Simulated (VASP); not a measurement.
# Re (P6/mmm) in VASP: notebook

The runs below take Re through single point, relaxation of cell and atoms, with PBE.

Everything below comes from runs of VASP 6.6.1. Logs are shortened: lines on timing, memory, paths and dates and some standing lists are left out, and cuts for length are marked.

### 1 The cell of the first run

It takes space group P6/mmm (No. 191, hexagonal). The conventional cell has a = 4.385 Å, b = 4.385 Å, c = 2.736 Å, α = 90.00°, β = 90.00°, γ = 120.00°. Re (site symmetry 6/mmm) has 14 Re at 2.74 to 2.88 Å within 3.6 Å. Re (site symmetry -6m2) has 11 Re at 2.53 to 2.88 Å within 3.3 Å.

### 2 Single point, PBE

File INCAR:

```
PREC = Accurate ; ENCUT = 520
EDIFF = 1E-6 ; ISMEAR = 0
SIGMA = 0.1 ; LREAL = False
LASPH = True ; NELM = 60
ALGO = Fast ; ISIF = 2
LWAVE = False ; LCHARG = False
GGA = PE ; NBANDS = 18
```

File KPOINTS:

```
Automatic mesh
0
Gamma
  6 6 6
```

File POSCAR:

```
Re
1.0
    4.3846803942      0.0000000000      0.0000000000
   -2.1923401971      3.7972446088      0.0000000000
    0.0000000000      0.0000000000      2.7360804228
Re
3
Direct
    0.0000000000      0.0000000000      0.0000000000
    0.3333333333      0.6666666667      0.5000000000
    0.6666666667      0.3333333333      0.5000000000
```

Potentials or basis: VASP PAW PBE potentials, release 64 (Re).

Command:

```
> cat potpaw_PBE.64/Re/POTCAR > POTCAR
> mpirun -np 1 vasp_std > vasp.out
```

OUTCAR:

```text
PREC = Accurate
   ENCUT = 520
   EDIFF = 1E-6
   ISMEAR = 0
   LREAL = False
   LASPH = True
   NELM = 60
   ISIF = 2
   GGA = PE

 ion  position               nearest neighbor table
   1  0.000  0.000  0.000-   2 2.88   3 2.88   2 2.88   3 2.88   2 2.88   2 2.88   3 2.88   3 2.88
                             3 2.88   3 2.88   2 2.88   2 2.88
   2  0.333  0.667  0.500-   3 2.53   3 2.53   3 2.53   1 2.88   1 2.88   1 2.88   1 2.88   1 2.88
                             1 2.88
   3  0.667  0.333  0.500-   2 2.53   2 2.53   2 2.53   1 2.88   1 2.88   1 2.88   1 2.88   1 2.88
                             1 2.88

  LATTYP: Found a hexagonal cell.
 ALAT       =     4.3846803942
 C/A-ratio  =     0.6240090900

  Lattice vectors:

 A1 = (   4.3846803942,   0.0000000000,   0.0000000000)
 A2 = (  -2.1923401971,   3.7972446088,   0.0000000000)
 A3 = (   0.0000000000,   0.0000000000,   2.7360804228)

Analysis of symmetry for initial positions (statically):
=====================================================================
 Subroutine PRICEL returns:
 Original cell was already a primitive cell.

 Routine SETGRP: Setting up the symmetry group for a
 hexagonal supercell.

 Subroutine GETGRP returns: Found 24 space group operations
 (whereof 24 operations were pure point group operations)
 out of a pool of 24 trial point group operations.

The static configuration has the point symmetry D_6h.

Analysis of symmetry for dynamics (positions and initial velocities):
=====================================================================
 Subroutine PRICEL returns:
 Original cell was already a primitive cell.

 Routine SETGRP: Setting up the symmetry group for a
 hexagonal supercell.

 Subroutine GETGRP returns: Found 24 space group operations
 (whereof 24 operations were pure point group operations)
 out of a pool of 24 trial point group operations.

The dynamic configuration has the point symmetry D_6h.

 Subroutine INISYM returns: Found 24 space group operations
 (whereof 24 operations are pure point group operations),
 and found     1 'primitive' translations

----------------------------------------------------------------------------------------

                                     Primitive cell

  volume of cell :      45.5549

  direct lattice vectors                    reciprocal lattice vectors
     4.384680394  0.000000000  0.000000000     0.228066794  0.131674425  0.000000000
    -2.192340197  3.797244609  0.000000000     0.000000000  0.263348850  0.000000000
     0.000000000  0.000000000  2.736080423     0.000000000  0.000000000  0.365486333

  length of vectors
     4.384680394  4.384680394  2.736080423     0.263348850  0.263348850  0.365486333

  position of ions in fractional coordinates (direct lattice)
     0.000000000  0.000000000  0.000000000
     0.333333333  0.666666667  0.500000000
     0.666666667  0.333333333  0.500000000

  ion indices of the primitive-cell ions
   primitive index   ion index
                 1           1
                 2           2
                 3           3

----------------------------------------------------------------------------------------

 KPOINTS: Automatic mesh

Automatic generation of k-mesh.
 Grid dimensions read from file:
 generate k-points for:    6    6    6

 Generating k-lattice:

  Cartesian coordinates                     Fractional coordinates (reciprocal lattice)
     0.038011132  0.021945737  0.000000000     0.166666667  0.000000000  0.000000000
     0.000000000  0.043891475  0.000000000     0.000000000  0.166666667  0.000000000
     0.000000000  0.000000000  0.060914389     0.000000000  0.000000000  0.166666667

  Length of vectors
     0.043891475  0.043891475  0.060914389

  Shift w.r.t. Gamma in fractional coordinates (k-lattice)
     0.000000000  0.000000000  0.000000000

 Subroutine IBZKPT returns following result:
 ===========================================

 Found     28 irreducible k-points:

 Following reciprocal coordinates:
            Coordinates               Weight
  0.000000  0.000000  0.000000      1.000000
  0.166667 -0.000000  0.000000      6.000000
  0.333333 -0.000000  0.000000      6.000000
  0.500000 -0.000000  0.000000      3.000000
  0.166667  0.166667  0.000000      6.000000
  0.333333  0.166667  0.000000     12.000000
[... 16 lines left out ...]
  0.166667 -0.000000  0.500000      6.000000
  0.333333 -0.000000  0.500000      6.000000
 [... further k-points ...]
   k-points           NKPTS =     28   k-points in BZ     NKDIM =     28   number of bands    NBANDS=     18
   number of dos      NEDOS =    301   number of ions     NIONS =      3
   total plane-waves  NPLWV =  25920
   dimension x,y,z NGX =    36 NGY =   36 NGZ =   20
   dimension x,y,z NGXF=    72 NGYF=   72 NGZF=   40
   ions per type =               3
   NGX,Y,Z   is equivalent  to a cutoff of  13.65, 13.65, 12.15 a.u.
   NGXF,Y,Z  is equivalent  to a cutoff of  27.30, 27.30, 24.30 a.u.
 SYSTEM =  unknown system
   PREC   = accura    normal or accurate (medium, high low for compatibility)
   ISTART =      0    job   : 0-new  1-cont  2-samecut
   ICHARG =      2    charge: 1-file 2-atom 10-const
   ISPIN  =      1    spin polarized calculation?
   LNONCOLLINEAR =      F non collinear calculations
   LSORBIT =      F    spin-orbit coupling
   LASPH  =      T    aspherical Exc in radial PAW
   ENCUT  =  520.0 eV  38.22 Ry    6.18 a.u.   8.15  8.15  5.09*2*pi/ulx,y,z
   NELM   =     60;   NELMIN=  2; NELMDL= -5     # of ELM steps
   EDIFF  = 0.1E-05   stopping-criterion for ELM
   LREAL  =      F    real-space projection
   EDIFFG = 0.1E-04   stopping-criterion for IOM
   NSW    =      0    number of steps for IOM
   IBRION =     -1    ionic relax: 0-MD 1-quasi-New 2-CG
   NFREE  =      0    steps in history (QN), initial steepest desc. (CG)
   ISIF   =      2    stress and relaxation
   ISYM   =      2    0-nonsym 1-usesym 2-fastsym
   POTIM  = 0.5000    time-step for ionic-motion
   TEBEG  =    0.0;   TEEND  =   0.0 temperature during run
   PSTRESS=    0.0 pullay stress
   NELECT =      21.0000    total number of electrons
   NUPDOWN=      -1.0000    fix difference up-down
   EMIN   =  10.00;   EMAX   =-10.00  energy-range for DOS
   EFERMI =   0.00;   METHOD = LEGACY
   ISMEAR =     0;   SIGMA  =   0.10  broadening in eV -4-tet -1-fermi 0-gaus
   EFERMI_NEDOS =   21; number of points for ismear=-14 and -15
   IALGO  =     68    algorithm
   IMIX   =      4    mixing-type and parameters
     AMIX     =   0.40;   BMIX     =  1.00
     AMIX_MAG =   1.60;   BMIX_MAG =  1.00
  volume/ion in A,a.u.               =      15.18       102.47
  Fermi-wavevector in a.u.,A,eV,Ry     =   1.264647  2.389837 21.760249  1.599333
  Thomas-Fermi vector in A             =   2.397942
   LORBIT       =      0    0 simple, 1 ext, 2 COOP (PROOUT), +10 PAW based schemes
   GGA     = PE    functional components
   LHFCALC =     F    Hartree Fock is set to
   AEXX    =    0.0000 exact exchange contribution
   IVDW    =     0    specifies the selected vdW correction
   LEPSILON=     F    determine dielectric tensor
   LRPA    =     F    only Hartree local field effects (RPA)
 non-spin polarized calculation
 RMM-DIIS sequential band-by-band and
 Gauss-broadening in eV      SIGMA  =   0.10
  energy-cutoff  :      520.00
  volume of cell :       45.55
 maximum number of plane-waves:      1254
 NGX is ok and might be reduce to    36
   NGX = 17   NGY = 17   NGZ = 11

 number of electron      21.0000002 magnetization

 Free energy of the ion-electron system (eV)
  ---------------------------------------------------
  ext. energy  EPLUGINS =         0.00000000
  ---------------------------------------------------
  free energy    TOTEN  =       -36.79009911 eV

  energy without entropy =      -36.77464584  energy(sigma->0) =      -36.78237247

 E-fermi :   7.4888     XC(G=0): -13.5382

 val. band max:        7.4351237196   @ k =   0.3333   0.1667   0.3333
 cond. band min:       7.4980787073   @ k =   0.3333  -0.0000   0.0000
 fundamental gap:      0.0629549877
 Fermi energy:         7.4888313113

 k-point     1 :       0.0000    0.0000    0.0000
  band No.  band energies     occupation
      1      -2.1276      2.00000
      2       1.8243      2.00000
      3       4.4121      2.00000
      4       4.7673      2.00000
      5       4.7673      2.00000
      6       4.7922      2.00000
[... 10 lines left out ...]
     17      15.6784      0.00000
     18      18.1275      0.00000

 k-point     2 :       0.1667   -0.0000    0.0000
  band No.  band energies     occupation
      1      -1.6842      2.00000
      2       1.9411      2.00000
      3       3.1989      2.00000
      4       3.9740      2.00000
      5       4.1217      2.00000
      6       5.2828      2.00000
[... 10 lines left out ...]
     17      15.1684      0.00000
     18      15.8355      0.00000

 k-point     3 :       0.3333   -0.0000    0.0000
  band No.  band energies     occupation
      1      -0.4939      2.00000
      2       1.5450      2.00000
      3       2.3751      2.00000
      4       3.3674      2.00000
      5       3.9719      2.00000
      6       4.8691      2.00000
[... 10 lines left out ...]
     17      12.5268      0.00000
     18      13.2942      0.00000

 k-point     4 :       0.5000   -0.0000    0.0000
  band No.  band energies     occupation
      1       0.8162      2.00000
      2       1.1737      2.00000
      3       1.2833      2.00000
      4       3.9806      2.00000
      5       4.0702      2.00000
      6       4.0761      2.00000
[... 375 lines left out ...]
      4       2.6697      2.00000
      5       2.6697      2.00000
      6       3.9614      2.00000
[... 10 lines left out ...]
     17      13.1886      0.00000
     18      16.4489      0.00000

 k-point    23 :       0.1667   -0.0000    0.5000
  band No.  band energies     occupation
      1       1.6189      2.00000
      2       2.0692      2.00000
      3       2.1402      2.00000
      4       2.7732      2.00000
      5       3.5161      2.00000
      6       3.7175      2.00000
[... 10 lines left out ...]
     17      13.5387      0.00000
     18      16.4297      0.00000

 k-point    24 :       0.3333   -0.0000    0.5000
  band No.  band energies     occupation
      1       1.6146      2.00000
      2       1.9890      2.00000
      3       2.4384      2.00000
      4       2.9817      2.00000
      5       3.9318      2.00000
      6       4.3344      2.00000
[... 10 lines left out ...]
     17      13.6876      0.00000
     18      16.2573      0.00000

 [... further k-points ...]

------------------------ aborting loop because EDIFF is reached ----------------------------------------

  FORCE on cell =-STRESS in cart. coord.  units (eV):
  Direction    XX          YY          ZZ          XY          YZ          ZX
  --------------------------------------------------------------------------------------
  -------------------------------------------------------------------------------------
  Total       -0.2974395     -0.2974395     -0.0894248      0.0000000     -0.0000000     -0.0000000
  in kB      -10.4610173    -10.4610173     -3.1450921      0.0000000     -0.0000000     -0.0000000
  external PRESSURE =      -8.0223756 kB  Pullay stress =       0.0000000 kB

 VOLUME and BASIS-vectors are now :
 -----------------------------------------------------------------------------
  energy-cutoff  :      520.00
  volume of cell :       45.55
      direct lattice vectors                 reciprocal lattice vectors
     4.384680394  0.000000000  0.000000000     0.228066794  0.131674425  0.000000000
    -2.192340197  3.797244609  0.000000000     0.000000000  0.263348850  0.000000000
     0.000000000  0.000000000  2.736080423     0.000000000  0.000000000  0.365486333

 POSITION                                       TOTAL-FORCE (eV/Angst)
 -----------------------------------------------------------------------------------
      0.00000      0.00000      0.00000         0.000000      0.000000      0.000000
     -0.00000      2.53150      1.36804         0.000000      0.000000      0.000000
      2.19234      1.26575      1.36804        -0.000000      0.000000      0.000000
 -----------------------------------------------------------------------------------
    total drift:                                0.000000      0.000000     -0.000000

  FREE ENERGIE OF THE ION-ELECTRON SYSTEM (eV)
  ---------------------------------------------------
  free  energy   TOTEN  =       -36.7900991059 eV

  energy  without entropy=      -36.7746458399  energy(sigma->0) =      -36.78237247
```

It took 12 s on 1 thread of Intel Xeon 6975P-C (Granite Rapids), shared host; peak memory 0.16 GiB.

What came out:

| Item | Value |
| --- | --- |
| Free energy | -36.7901 eV |
| Pressure | -0.8 GPa |

Caveat: the k points lie up to 0.38 Å⁻¹ apart; spin-orbit coupling is left out, which moves the levels of the heavy elements.

### 3 Relaxation of cell and atoms, PBE

This run uses another cell than the first one, of 17.21 Å³/atom, 1.133 times its volume.

File INCAR:

```
PREC     = Accurate       # precision mode
ENCUT    = 600            # plane-wave cutoff, eV
EDIFF    = 1E-7           # SCF threshold, eV
ISMEAR   = 0              # smearing method
SIGMA    = 0.1            # smearing width, eV
LREAL    = False          # projectors in reciprocal space
LASPH    = True           # aspherical terms in the spheres
NELM     = 80             # most SCF steps
ALGO     = Normal         # electronic algorithm
ISIF     = 3              # what is computed and relaxed
LWAVE    = False          # write WAVECAR
LCHARG   = False          # write CHGCAR
GGA      = PE             # functional
IBRION   = 2              # ionic algorithm
NSW      = 90             # ionic steps
EDIFFG   = -0.04          # ionic threshold
```

KPOINTS is that of step 2.

File POSCAR:

```
Re
1.0
    4.5984848472      0.0000000000      0.0000000000
   -2.2992424236      3.9824046966      0.0000000000
    0.0000000000      0.0000000000      2.8190711454
Re
3
Direct
    0.0000000000      0.0000000000      0.0000000000
    0.3333333333      0.6666666667      0.5000000000
    0.6666666667      0.3333333333      0.5000000000
```

Potentials or basis: VASP PAW PBE potentials, release 64 (Re).

Command:

```
> cat potpaw_PBE.64/Re/POTCAR > POTCAR
> mpirun -np 1 vasp_std > vasp.out
```

Run time: 92 s. Hardware: 1 thread of Intel Xeon 6975P-C (Granite Rapids), shared host; peak memory 0.2 GiB.

The run converged. Its results:

* Free energy: -36.7934 eV
* Relaxed volume: 15.16 Å³/atom
* Relaxed cell: a = 4.380 Å, b = 4.380 Å, c = 2.737 Å, α = 90.00°, β = 90.00°, γ = 120.00°
* Space group after relaxing (to 0.05 Å): P6/mmm (No. 191)
* Energy gained by relaxing: 252.3 meV/atom
* Ionic steps: 10
* Pressure after relaxing: 0.0 GPa

Step by step:
```
step  energy change (eV)  largest force (eV/Å)  pressure (GPa)  volume (Å³)
   1              0.0000                0.0000          -33.87        51.63
   2             14.4170                0.0000          427.87        28.89
   3             -0.7204                0.0000           -8.63        46.65
   4             -0.7479                0.0000           -3.96        45.98
   5             -0.7554                0.0000            0.30        45.42
   6             -0.7551                0.0000           -0.63        45.54
   7             -0.7549                0.0000           -0.93        45.61
   8             -0.7566                0.0000           -0.78        45.58
   9             -0.7552                0.0000            2.11        45.21
  10             -0.7569                0.0000            0.02        45.47
```

Final structure:
```cif
data_structure
_symmetry_space_group_name_H-M 'P 1'
_symmetry_Int_Tables_number 1
_cell_length_a 4.3802
_cell_length_b 4.3802
_cell_length_c 2.7367
_cell_angle_alpha 90.000
_cell_angle_beta 90.000
_cell_angle_gamma 120.000
_cell_volume 45.47
loop_
_atom_site_label
_atom_site_type_symbol
_atom_site_fract_x
_atom_site_fract_y
_atom_site_fract_z
_atom_site_occupancy
Re1 Re 0.00000 0.00000 0.00000 1
Re2 Re 0.33333 0.66667 0.50000 1
Re3 Re 0.66667 0.33333 0.50000 1
```

Levels at points of the mesh, in eV from the Fermi level:
```tsv
k point	band 6	band 7	band 8	band 9	band 10	band 11	band 12	band 13	band 14
(0.00, 0.00, 0.00)	-2.70	-2.70	-1.83	-0.70	-0.70	0.14	0.14	0.19	0.19
(0.50, 0.00, 0.00)	-3.42	-2.33	-1.72	-1.33	0.42	0.44	1.02	2.09	3.06
(0.00, 0.00, 0.50)	-3.54	-0.89	-0.89	-0.69	-0.69	2.86	2.86	3.82	3.82
(0.50, 0.00, 0.50)	-2.59	-2.12	-1.03	-0.77	-0.36	0.88	2.17	3.23	3.49
```

Caveat: the k points lie up to 0.38 Å⁻¹ apart in the final cell; spin-orbit coupling is left out, which moves the levels of the heavy elements.

### 4 Single point, PBE

File INCAR:

```
SYSTEM = Re
PREC     = Accurate       ! precision mode
ENCUT    = 520            ! plane-wave cutoff, eV
EDIFF    = 1E-6           ! SCF threshold, eV
ISMEAR   = 0              ! smearing method
SIGMA    = 0.1            ! smearing width, eV
LREAL    = .FALSE.        ! projectors in reciprocal space
LASPH    = .TRUE.         ! aspherical terms in the spheres
NELM     = 60             ! most SCF steps
ALGO     = Fast           ! electronic algorithm
ISIF     = 2              ! what is computed and relaxed
LWAVE    = .FALSE.        ! write WAVECAR
LCHARG   = .FALSE.        ! write CHGCAR
GGA      = PE             ! functional
NBANDS   = 18             ! bands
```

File KPOINTS:

```
regular mesh
0
G
  12 12 16
  0 0 0
```

File POSCAR:

```
Re
1.0
    4.3794675663      0.0000000000      0.0000000000
   -2.1897337832      3.7927301675      0.0000000000
    0.0000000000      0.0000000000      2.7445154801
Re
3
Direct
    0.0000000000      0.0000000000      0.0000000000
    0.3333333333      0.6666666667      0.5000000000
    0.6666666667      0.3333333333      0.5000000000
```

Command:

```
> cat potpaw_PBE.64/Re/POTCAR > POTCAR
> mpirun -np 1 vasp_std > vasp.out
```

It took 59 s on 1 thread of Intel Xeon 6975P-C (Granite Rapids), shared host; peak memory 0.25 GiB.

Results (log left out):

* Free energy: -36.7723 eV
* Pressure: -0.8 GPa

Stress tensor (GPa, compression positive):
```
-1.07  0.00  0.00
 0.00 -1.07  0.00
 0.00  0.00 -0.28
```

Levels at points of the mesh, in eV from the Fermi level:
| k point | band 7 | band 8 | band 9 | band 10 | band 11 | band 12 | band 13 | band 14 |
| --- | --- | --- | --- | --- | --- | --- | --- | --- |
| (0.00, 0.00, 0.00) | -2.74 | -1.82 | -0.74 | -0.74 | 0.07 | 0.07 | 0.13 | 0.13 |
| (0.50, 0.00, 0.00) | -2.35 | -1.72 | -1.40 | 0.35 | 0.37 | 0.99 | 2.04 | 3.00 |
| (0.00, 0.00, 0.50) | -0.90 | -0.90 | -0.75 | -0.75 | 2.82 | 2.82 | 3.77 | 3.77 |
| (0.50, 0.00, 0.50) | -2.14 | -1.07 | -0.82 | -0.42 | 0.83 | 2.12 | 3.20 | 3.44 |

Caveat: spin-orbit coupling is left out, which moves the levels of the heavy elements.

(Part 1 of 2 ends here.)
